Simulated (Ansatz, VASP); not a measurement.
**Ti: VASP beside Ansatz**

```
CELL_PARAMETERS angstrom
0.00000 2.03000 2.03000
2.03000 0.00000 2.03000
2.03000 2.03000 0.00000
ATOMIC_POSITIONS crystal
Ti 0.00000 0.00000 0.00000
```

Alike in both runs: task relaxation of cell and atoms; functional PBE; dispersion D4; k mesh 11 × 11 × 11; occupations fermi-dirac, width 0.05 eV; no spin polarisation.

```csv
,VASP,Ansatz
version,VASP 6.6.1,Ansatz 0.2.0
potentials or method,"VASP PAW PBE potentials, release 64 (Ti_sv)",Ansatz PAW
plane-wave cutoff (eV),600,420
valence electrons in the cell,12,12
```

|  | VASP | Ansatz | Ansatz less VASP |
| --- | --- | --- | --- |
| gap on the k mesh at the Fermi level, each at its own relaxed structure (eV) | none | none | - |
| relaxed volume (Å³/atom) | 17.01 | 17.07 | +0.053 |
| relaxed cell length with the largest relative difference (Å) | 2.887 | 2.890 | +0.0030 |

A gap of «none» marks a metal or a gap that the smearing closes.

Noted on Ansatz's run: the plane-wave basis is chosen anew once the cell has moved, so the energies of steps on either side of that aren't comparable.
